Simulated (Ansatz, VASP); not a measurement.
## ZnS in VASP and in Ansatz

INCAR

```
PREC     = Accurate       # precision mode
ENCUT    = 520            # plane-wave cutoff, eV
EDIFF    = 1E-8           # SCF threshold, eV
ISMEAR   = -1             # smearing method
SIGMA    = 0.02           # smearing width, eV
LREAL    = Auto         
LASPH    = T              # aspherical terms in the spheres
NELM     = 100            # most SCF steps
ALGO     = Normal         # electronic algorithm
ISIF     = 2              # what is computed and relaxed
LWAVE    = F              # write WAVECAR
LCHARG   = F              # write CHGCAR
GGA      = PE             # functional
LEFG     = T            
NBANDS   = 86             # bands
```

KPOINTS

```
Automatic mesh
0
Gamma
  8 8 2
```

Contents of POSCAR:

```
ZnS
1.0
    3.8551607577      0.0000000000      0.0000000000
   -1.9275803788      3.3386671519      0.0000000000
    0.0000000000      0.0000000000     25.2438133436
Zn S
8 8
Direct
    0.3333333333      0.6666666667      0.1251184100
    0.0000000000      0.0000000000      0.0001589700
    0.6666666667      0.3333333333      0.6250474700
    0.6666666667      0.3333333333      0.8751387000
    0.0000000000      0.0000000000      0.7500222700
    0.3333333333      0.6666666667      0.5000781600
    0.0000000000      0.0000000000      0.3750879400
    0.6666666667      0.3333333333      0.2501284900
    0.6666666667      0.3333333333      0.3437219900
    0.6666666667      0.3333333333      0.7185811600
    0.3333333333      0.6666666667      0.2187340500
    0.0000000000      0.0000000000      0.8436723900
    0.6666666667      0.3333333333      0.9688127500
    0.0000000000      0.0000000000      0.0937260600
    0.3333333333      0.6666666667      0.5936859800
    0.0000000000      0.0000000000      0.4686862100
```

Input for Ansatz:

```yaml
crystal:
  lattice:
    - [3.8551607577, 0.0, 0.0]
    - [-1.9275803788, 3.3386671519, 0.0]
    - [0.0, 0.0, 25.2438133436]
  atoms:
    - { symbol: Zn, position: [0.3333333333, 0.6666666667, 0.12511841] }
    - { symbol: Zn, position: [0.0, 0.0, 0.00015897] }
    - { symbol: Zn, position: [0.6666666667, 0.3333333333, 0.62504747] }
    - { symbol: Zn, position: [0.6666666667, 0.3333333333, 0.8751387] }
    - { symbol: Zn, position: [0.0, 0.0, 0.75002227] }
    - { symbol: Zn, position: [0.3333333333, 0.6666666667, 0.50007816] }
    - { symbol: Zn, position: [0.0, 0.0, 0.37508794] }
    - { symbol: Zn, position: [0.6666666667, 0.3333333333, 0.25012849] }
    - { symbol: S, position: [0.6666666667, 0.3333333333, 0.34372199] }
    - { symbol: S, position: [0.6666666667, 0.3333333333, 0.71858116] }
    - { symbol: S, position: [0.3333333333, 0.6666666667, 0.21873405] }
    - { symbol: S, position: [0.0, 0.0, 0.84367239] }
    - { symbol: S, position: [0.6666666667, 0.3333333333, 0.96881275] }
    - { symbol: S, position: [0.0, 0.0, 0.09372606] }
    - { symbol: S, position: [0.3333333333, 0.6666666667, 0.59368598] }
    - { symbol: S, position: [0.0, 0.0, 0.46868621] }
kpoints:
  mp_grid: { grid: [8, 8, 2] }
scf:
  occupations: { method: fermi_dirac, width: 0.02 }
hamiltonian:
  xc: pbe
  pseudopotentials: { kind: paw, frozen_core: stored }
output:
  forces: true
  stress: true
  populations: true
  efg: { quadrupole_moments_barn: { Zn: 0.122, S: -0.0694 } }
```

Change from the starting cell: volume scaled by 1.04.

Alike in both runs: task electric field gradients; functional PBE; k mesh 8 × 8 × 2; occupations fermi-dirac, width 0.02 eV; no spin polarisation.

```csv
,VASP,Ansatz
version,VASP 6.6.1,Ansatz 0.2.0
potentials or method,"VASP PAW PBE potentials, release 64 (Zn, S)","plane-wave PAW, scalar-relativistic"
plane-wave cutoff (eV),520,420
valence electrons in the cell,144,144
```

Ansatz gave:

```
gap on the k mesh at the Fermi level (eV)                     : 2.00
pressure (GPa)                                                : -0.5
traceless stress, the component that is largest in VASP (GPa) : -0.06
rms of the force components (eV/Å)                            : 0.005
size of Vzz on the site where it differs most (V/Å²)          : 1.3
```

**Question.** Which values does VASP return?

**Answer.** gap on the k mesh at the Fermi level (eV): 2.00; pressure (GPa): -0.3; traceless stress, the component that is largest in VASP (GPa): -0.04; rms of the force components (eV/Å): 0.005; size of Vzz on the site where it differs most (V/Å²): 1.3.

Atom by atom the forces differ by 0.001 eV/Å (rms over components). With one functional, cell and mesh, what is left measures potentials, basis and numerics.
